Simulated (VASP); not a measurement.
A run of VASP 6.6.1 is set up as follows.

File POSCAR:

```
Ti
1.0
    2.9057478925      0.0000000000      0.0000000000
   -1.4528739462      2.5164514919      0.0000000000
    0.0000000000      0.0000000000      4.7562900000
Ti
2
Direct
    0.3333333333      0.6666666667      0.2500000000
    0.6666666667      0.3333333333      0.7500000000
```

The input INCAR.step1:

```
ALGO = Normal
EDIFF = 1E-4
ENCUT = 520
GGA = PE
ISMEAR = 0
LASPH = T
LCHARG = F
LREAL = F
LWAVE = T
NBANDS = 19
NELM = 80
PREC = Accurate
SIGMA = 0.15
```

INCAR.step2

```
ALGO = Normal
EDIFF = 1E-6
ENCUT = 520
ISIF = 2
ISMEAR = 0
ISTART = 1
LASPH = T
LCHARG = T
LELF = T
LMIXTAU = T
LREAL = F
LVHAR = T
LWAVE = F
METAGGA = R2SCAN
NBANDS = 19
NELM = 80
PREC = Accurate
SIGMA = 0.15
```

File KPOINTS:

```
k-points
0
Gamma
  18 18 10
```

Potentials or basis: VASP PAW PBE potentials, release 64 (Ti_sv).

Command:

```bash
$ cat potpaw_PBE.64/Ti_sv/POTCAR > POTCAR
$ cp INCAR.step1 INCAR
$ mpirun -np 1 vasp_std > vasp.out
$ cp INCAR.step2 INCAR
$ mpirun -np 1 vasp_std > vasp.out
```

(1) Estimate the band gap on the k mesh.

(2) Estimate the pressure.

## Answers

(1) zero (bands 12 and 13 overlap by 1.13 eV).

(2) -0.1 GPa.

Caveat: the cell differs from its parent crystal (strain -0.015 along x and y, +0.015 along z); the PAW data sets were made with another functional, which shifts forces and pressure a little.
